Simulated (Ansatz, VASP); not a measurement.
Two plane-wave programs on B

File POSCAR:

```
B
1.0
    0.0000000000      1.4464836205      1.4464836205
    1.4464836205      0.0000000000      1.4464836205
    1.4464836205      1.4464836205      0.0000000000
B
1
Direct
    0.0000000000      0.0000000000      0.0000000000
```

File INCAR.step1:

```
PREC = Accurate
ENCUT = 520
ISMEAR = -1
SIGMA = 0.1
LREAL = F
LASPH = T
NELM = 100
NBANDS = 8
GGA = PE
ALGO = Normal
EDIFF = 1E-4
LWAVE = T
LCHARG = F
```

INCAR.step2

```
PREC = Accurate
ENCUT = 520
EDIFF = 1E-7
ISMEAR = -1
SIGMA = 0.1
LREAL = F
LASPH = T
NELM = 100
ALGO = Normal
ISIF = 2
LWAVE = F
LCHARG = F
METAGGA = R2SCAN
LMIXTAU = T
NBANDS = 8
ISTART = 1
```

KPOINTS

```
regular mesh
0
Gamma
  21 21 21
```

Input for Ansatz:

```yaml
crystal:
  lattice:
    - [0.0, 1.4464836205, 1.4464836205]
    - [1.4464836205, 0.0, 1.4464836205]
    - [1.4464836205, 1.4464836205, 0.0]
  atoms:
    - { symbol: B, position: [0.0, 0.0, 0.0] }
hamiltonian:
  xc: r2scan
  pseudopotentials:
    kind: paw
    azcp:
      B: "pseudopotentials/B.paw.azcp"
basis:
  ecutwfc: 500
  fft_grid_basis: typed
kpoints:
  mp_grid: { grid: [21, 21, 21], shift: [0, 0, 0] }
magnetization:
  spin_polarized: false
scf:
  occupations: { method: fermi_dirac, width: 0.1 }
  lower_state_search: "off"
output:
  stress: true
```

Alike in both runs: task single point; functional r2SCAN; k mesh 21 × 21 × 21; occupations fermi-dirac, width 0.1 eV; no spin polarisation.

|  | VASP | Ansatz |
| --- | --- | --- |
| version | VASP 6.6.1 | Ansatz 0.2.0 |
| potentials or method | VASP PAW PBE potentials, release 64 (B), cutoff 520 eV | plane waves (500 eV) with PAW, scalar-relativistic |
| valence electrons in the cell | 3 | 3 |

```tsv
	VASP	Ansatz	Ansatz less VASP
pressure (GPa)	-10.5	-10.2	+0.29
```

VASP's potentials were made for PBE, not for r2SCAN.
